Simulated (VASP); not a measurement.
# TiAl3 (Amm2) in VASP: single point with PBEsol

Aim: the single point of TiAl3 with PBEsol.

Program: VASP 6.6.1. These are calculated values, not measurements. Logs are shortened: lines on timing, memory, paths and dates and some standing lists are left out, and cuts for length are marked.

**1. The cell of the first run**

It takes space group Amm2 (No. 38, orthorhombic). The conventional cell has a = 3.948 Å, b = 7.896 Å, c = 7.896 Å, α = 90.00°, β = 90.00°, γ = 90.00°. Ti (site symmetry m) has 12 Al at 2.72 to 2.87 Å and 5 Ti at 3.73 to 3.95 Å within 4.0 Å. Within 3.6 Å of Al (site symmetry mm2) lie 4 Ti at 2.72 Å and 8 Al at 2.74 to 2.87 Å. Al (site symmetry mm2) has 8 Al at 2.72 to 2.84 Å and 4 Ti at 2.87 Å within 3.6 Å. Al (site symmetry m) has 8 Al at 2.74 to 2.84 Å and 4 Ti at 2.79 to 2.80 Å within 3.6 Å. Al (site symmetry mm2) has 8 Al at 2.72 to 2.82 Å and 4 Ti at 2.77 to 2.82 Å within 3.6 Å. Within 3.6 Å of Al (site symmetry mm2) lie 8 Al at 2.77 to 2.87 Å and 4 Ti at 2.77 to 2.82 Å.

**2. Single point, PBEsol (atoms displaced along several vibrational modes)**

File INCAR:

```
PREC = Accurate
ENCUT = 550
EDIFF = 1E-6
ISMEAR = 0
SIGMA = 0.15
LREAL = False
LASPH = True
NELM = 300
ALGO = All
ISIF = 2
LWAVE = False
LCHARG = False
GGA = PS
NBANDS = 31
GGA_COMPAT = False
ISEARCH = 1
KPAR = 4
```

File KPOINTS:

```
Automatic mesh
0
Gamma
  10 8 8
```

File POSCAR:

```
TiAl3
1.0
   -3.9479576782      0.0000000000      0.0000000000
    0.0000000000      3.9479576782      3.9479576782
    0.0000000000      3.9479576782     -3.9479576782
Ti Al
2 6
Direct
    0.0000000000     -0.0135766400     -0.0135766400
    0.0000000000      0.5135766400      0.5135766400
    0.5000000000      0.7453646920      0.7546353080
    0.5000000000      0.2546353080      0.2453646920
    0.5000000000      0.7453646920      0.2453646920
    0.5000000000      0.2546353080      0.7546353080
    1.0000000000      0.4908019765      0.0091980235
    1.0000000000      0.0091980235      0.4908019765
```

Potentials or basis: VASP PAW PBE potentials, release 64 (Ti_sv, Al).

Started as:

```console
$ cat potpaw_PBE.64/Ti_sv/POTCAR potpaw_PBE.64/Al/POTCAR > POTCAR
$ mpirun -np 4 vasp_std > vasp.out
```

OUTCAR:

```text
PREC = Accurate
   ENCUT = 550
   EDIFF = 1E-6
   ISMEAR = 0
   LREAL = False
   LASPH = True
   NELM = 300
   ISIF = 2
   GGA = PS

 ion  position               nearest neighbor table
   1  0.000  0.986  0.986-   3 2.72   3 2.72   8 2.77   7 2.77   5 2.79   5 2.79   6 2.80   6 2.80
                             7 2.82   8 2.82   4 2.87   4 2.87
   2  0.000  0.514  0.514-   3 2.72   3 2.72   8 2.77   7 2.77   6 2.79   6 2.79   5 2.80   5 2.80
                             8 2.82   7 2.82   4 2.87   4 2.87
   3  0.500  0.745  0.755-   1 2.72   2 2.72   1 2.72   2 2.72   5 2.74   6 2.74   7 2.82   7 2.82
                             5 2.84   6 2.84   8 2.87   8 2.87
   4  0.500  0.255  0.245-   7 2.72   7 2.72   5 2.74   6 2.74   8 2.77   8 2.77   6 2.84   5 2.84
                             1 2.87   2 2.87   2 2.87   1 2.87
   5  0.500  0.745  0.245-   3 2.74   4 2.74   7 2.77   7 2.77   1 2.79   1 2.79   2 2.80   2 2.80
                             8 2.82   8 2.82   4 2.84   3 2.84
   6  0.500  0.255  0.755-   3 2.74   4 2.74   7 2.77   7 2.77   2 2.79   2 2.79   1 2.80   1 2.80
                             8 2.82   8 2.82   4 2.84   3 2.84
   7  0.000  0.491  0.009-   4 2.72   4 2.72   6 2.77   5 2.77   5 2.77   6 2.77   1 2.77   2 2.77
                             3 2.82   3 2.82   2 2.82   1 2.82
   8  0.000  0.009  0.491-   4 2.77   4 2.77   1 2.77   2 2.77   6 2.82   5 2.82   5 2.82   6 2.82
                             1 2.82   2 2.82   3 2.87   3 2.87

  LATTYP: Found a simple tetragonal cell.
 ALAT       =     5.5832552922
 C/A-ratio  =     0.7071067812

  Lattice vectors:

 A1 = (   0.0000000000,   3.9479576782,   3.9479576782)
 A2 = (   0.0000000000,   3.9479576782,  -3.9479576782)
 A3 = (  -3.9479576782,   0.0000000000,   0.0000000000)

Analysis of symmetry for initial positions (statically):
=====================================================================
 Subroutine PRICEL returns:
 Original cell was already a primitive cell.

 Routine SETGRP: Setting up the symmetry group for a
 simple tetragonal supercell.

 Subroutine GETGRP returns: Found  4 space group operations
 (whereof  2 operations were pure point group operations)
 out of a pool of 16 trial point group operations.

The static configuration has the point symmetry C_1h.
 The point group associated with its full space group is C_2v.

Analysis of symmetry for dynamics (positions and initial velocities):
=====================================================================
 Subroutine PRICEL returns:
 Original cell was already a primitive cell.

 Routine SETGRP: Setting up the symmetry group for a
 simple tetragonal supercell.

 Subroutine GETGRP returns: Found  4 space group operations
 (whereof  2 operations were pure point group operations)
 out of a pool of 16 trial point group operations.

The dynamic configuration has the point symmetry C_1h.
 The point group associated with its full space group is C_2v.

 Subroutine INISYM returns: Found  4 space group operations
 (whereof  2 operations are pure point group operations),
 and found     1 'primitive' translations

----------------------------------------------------------------------------------------

                                     Primitive cell

  volume of cell :     123.0687

  direct lattice vectors                    reciprocal lattice vectors
    -3.947957678  0.000000000  0.000000000    -0.253295522  0.000000000  0.000000000
     0.000000000  3.947957678  3.947957678     0.000000000  0.126647761  0.126647761
     0.000000000  3.947957678 -3.947957678     0.000000000  0.126647761 -0.126647761

  length of vectors
     3.947957678  5.583255292  5.583255292     0.253295522  0.179106981  0.179106981

  position of ions in fractional coordinates (direct lattice)
     0.000000000  0.986423360  0.986423360
     0.000000000  0.513576640  0.513576640
     0.500000000  0.745364692  0.754635308
     0.500000000  0.254635308  0.245364692
     0.500000000  0.745364692  0.245364692
     0.500000000  0.254635308  0.754635308
     0.000000000  0.490801977  0.009198023
     0.000000000  0.009198023  0.490801977

  ion indices of the primitive-cell ions
   primitive index   ion index
                 1           1
                 2           2
                 3           3
                 4           4
                 5           5
                 6           6
                 7           7
                 8           8

----------------------------------------------------------------------------------------

 KPOINTS: Automatic mesh

Automatic generation of k-mesh.
 Grid dimensions read from file:
 generate k-points for:   10    8    8

 Generating k-lattice:

  Cartesian coordinates                     Fractional coordinates (reciprocal lattice)
    -0.025329552  0.000000000  0.000000000     0.100000000  0.000000000  0.000000000
     0.000000000  0.015830970  0.015830970     0.000000000  0.125000000  0.000000000
     0.000000000  0.015830970 -0.015830970     0.000000000  0.000000000  0.125000000

  Length of vectors
     0.025329552  0.022388373  0.022388373

  Shift w.r.t. Gamma in fractional coordinates (k-lattice)
     0.000000000  0.000000000  0.000000000

 Subroutine IBZKPT returns following result:
 ===========================================

 Found    126 irreducible k-points:

 Following reciprocal coordinates:
            Coordinates               Weight
  0.000000  0.000000  0.000000      1.000000
  0.100000  0.000000  0.000000      2.000000
  0.200000  0.000000  0.000000      2.000000
  0.300000  0.000000  0.000000      2.000000
  0.400000  0.000000  0.000000      2.000000
  0.500000  0.000000  0.000000      1.000000
[... 16 lines left out ...]
  0.400000  0.375000  0.000000      8.000000
  0.500000  0.375000  0.000000      4.000000
 [... further k-points ...]
   k-points           NKPTS =    126   k-points in BZ     NKDIM =    126   number of bands    NBANDS=     31
   number of dos      NEDOS =    301   number of ions     NIONS =      8
   total plane-waves  NPLWV =  69120
   dimension x,y,z NGX =    30 NGY =   48 NGZ =   48
   dimension x,y,z NGXF=    60 NGYF=   96 NGZF=   96
   ions per type =               2   6
   NGX,Y,Z   is equivalent  to a cutoff of  12.63, 14.29, 14.29 a.u.
   NGXF,Y,Z  is equivalent  to a cutoff of  25.27, 28.58, 28.58 a.u.
 SYSTEM =  unknown system
   PREC   = accura    normal or accurate (medium, high low for compatibility)
   ISTART =      0    job   : 0-new  1-cont  2-samecut
   ICHARG =      2    charge: 1-file 2-atom 10-const
   ISPIN  =      1    spin polarized calculation?
   LNONCOLLINEAR =      F non collinear calculations
   LSORBIT =      F    spin-orbit coupling
   LASPH  =      T    aspherical Exc in radial PAW
   ENCUT  =  550.0 eV  40.42 Ry    6.36 a.u.   7.55 10.68 10.68*2*pi/ulx,y,z
   NELM   =    300;   NELMIN=  2; NELMDL= -5     # of ELM steps
   EDIFF  = 0.1E-05   stopping-criterion for ELM
   LREAL  =      F    real-space projection
   EDIFFG = 0.1E-04   stopping-criterion for IOM
   NSW    =      0    number of steps for IOM
   IBRION =     -1    ionic relax: 0-MD 1-quasi-New 2-CG
   NFREE  =      0    steps in history (QN), initial steepest desc. (CG)
   ISIF   =      2    stress and relaxation
   ISYM   =      2    0-nonsym 1-usesym 2-fastsym
   POTIM  = 0.5000    time-step for ionic-motion
   TEBEG  =    0.0;   TEEND  =   0.0 temperature during run
   PSTRESS=    0.0 pullay stress
   NELECT =      42.0000    total number of electrons
   NUPDOWN=      -1.0000    fix difference up-down
   EMIN   =  10.00;   EMAX   =-10.00  energy-range for DOS
   EFERMI =   0.00;   METHOD = LEGACY
   ISMEAR =     0;   SIGMA  =   0.15  broadening in eV -4-tet -1-fermi 0-gaus
   EFERMI_NEDOS =   21; number of points for ismear=-14 and -15
   IALGO  =     58    algorithm
   IMIX   =      4    mixing-type and parameters
     AMIX     =   0.40;   BMIX     =  1.00
     AMIX_MAG =   1.60;   BMIX_MAG =  1.00
  volume/ion in A,a.u.               =      15.38       103.81
  Fermi-wavevector in a.u.,A,eV,Ry     =   1.144042  2.161927 17.807753  1.308833
  Thomas-Fermi vector in A             =   2.280736
   LORBIT       =      0    0 simple, 1 ext, 2 COOP (PROOUT), +10 PAW based schemes
   GGA     = PS    functional components
   LHFCALC =     F    Hartree Fock is set to
   AEXX    =    0.0000 exact exchange contribution
   IVDW    =     0    specifies the selected vdW correction
   LEPSILON=     F    determine dielectric tensor
   LRPA    =     F    only Hartree local field effects (RPA)
 non-spin polarized calculation
 Gauss-broadening in eV      SIGMA  =   0.15
  energy-cutoff  :      550.00
  volume of cell :      123.07
 maximum number of plane-waves:      3656
   NGX = 15   NGY = 21   NGZ = 21

 number of electron      41.9999998 magnetization

 Free energy of the ion-electron system (eV)
  ---------------------------------------------------
  ext. energy  EPLUGINS =         0.00000000
  ---------------------------------------------------
  free energy    TOTEN  =       -44.16908153 eV

  energy without entropy =      -44.11699731  energy(sigma->0) =      -44.14303942

 E-fermi :   9.0874     XC(G=0): -10.9376

 val. band max:        9.0827300543   @ k =   0.1000   0.3750   0.0000
 cond. band min:       9.0901810544   @ k =   0.2000  -0.1250   0.1250
 fundamental gap:      0.0074510001
 Fermi energy:         9.0873853022

 k-point     1 :       0.0000    0.0000    0.0000
  band No.  band energies     occupation
      1     -47.6032      2.00000
      2     -47.6012      2.00000
      3     -24.0338      2.00000
      4     -24.0243      2.00000
      5     -24.0160      2.00000
      6     -24.0145      2.00000
[... 23 lines left out ...]
     30      12.7020      0.00000
     31      14.0075      0.00000

 k-point     2 :       0.1000    0.0000    0.0000
  band No.  band energies     occupation
      1     -47.6031      2.00000
      2     -47.6011      2.00000
      3     -24.0335      2.00000
      4     -24.0241      2.00000
      5     -24.0166      2.00000
      6     -24.0159      2.00000
[... 740 lines left out ...]
 k-point    24 :       0.5000    0.3750    0.0000
  band No.  band energies     occupation
      1     -47.6018      2.00000
      2     -47.6009      2.00000
      3     -24.0344      2.00000
      4     -24.0316      2.00000
      5     -24.0264      2.00000
      6     -24.0201      2.00000
[... 23 lines left out ...]
     30      11.9293      0.00000
     31      12.3186      0.00000

 [... further k-points ...]

------------------------ aborting loop because EDIFF is reached ----------------------------------------

  FORCE on cell =-STRESS in cart. coord.  units (eV):
  Direction    XX          YY          ZZ          XY          YZ          ZX
  --------------------------------------------------------------------------------------
  -------------------------------------------------------------------------------------
  Total        0.2588667      0.8770798      0.0891568      0.0000000      0.0000000      0.0000000
  in kB        3.3700736     11.4183208      1.1606941      0.0000000      0.0000000      0.0000000
  external PRESSURE =       5.3163628 kB  Pullay stress =       0.0000000 kB

 VOLUME and BASIS-vectors are now :
 -----------------------------------------------------------------------------
  energy-cutoff  :      550.00
  volume of cell :      123.07
      direct lattice vectors                 reciprocal lattice vectors
    -3.947957678  0.000000000  0.000000000    -0.253295522  0.000000000  0.000000000
     0.000000000  3.947957678  3.947957678     0.000000000  0.126647761  0.126647761
     0.000000000  3.947957678 -3.947957678     0.000000000  0.126647761 -0.126647761

 POSITION                                       TOTAL-FORCE (eV/Angst)
 -----------------------------------------------------------------------------------
      0.00000      7.78872      0.00000         0.000000      0.555941      0.014665
      0.00000      4.05516      0.00000         0.000000     -0.555941      0.014665
     -1.97398      5.92194     -0.03660         0.000000      0.000000      0.311972
     -1.97398      1.97398      0.03660         0.000000      0.000000     -0.351717
     -1.97398      3.91136      1.97398         0.000000      0.330179     -0.006551
     -1.97398      3.98456     -1.97398         0.000000     -0.330179     -0.006551
      0.00000      1.97398      1.90135         0.000000      0.000000      0.206154
      0.00000      1.97398     -1.90135         0.000000      0.000000     -0.182639
 -----------------------------------------------------------------------------------
    total drift:                                0.000000     -0.000000      0.000114

  FREE ENERGIE OF THE ION-ELECTRON SYSTEM (eV)
  ---------------------------------------------------
  free  energy   TOTEN  =       -44.1690815341 eV

  energy  without entropy=      -44.1169976240  energy(sigma->0) =      -44.14303958
```

It took 1.9 min on 4 MPI ranks of AMD EPYC 9R45 (Zen 5), shared host; peak memory 0.96 GiB.

What came out:

| Property | Result |
| --- | --- |
| Free energy | -44.1691 eV |
| Pressure | 0.5 GPa |
| Largest force | 0.556 eV/Å |
| Band gap on the k mesh | zero (bands 21 and 22 overlap by 0.83 eV) |

Forces in eV/Å, atoms in the order of the input:
```
Ti   0.000  0.556  0.015
Ti   0.000 -0.556  0.015
Al   0.000  0.000  0.312
Al   0.000  0.000 -0.352
Al   0.000  0.330 -0.007
Al   0.000 -0.330 -0.007
Al   0.000  0.000  0.206
Al   0.000  0.000 -0.183
```

Caveat: the cell differs from its parent crystal (atoms displaced along several vibrational modes); the PAW data sets were made with another functional, which shifts forces and pressure a little.
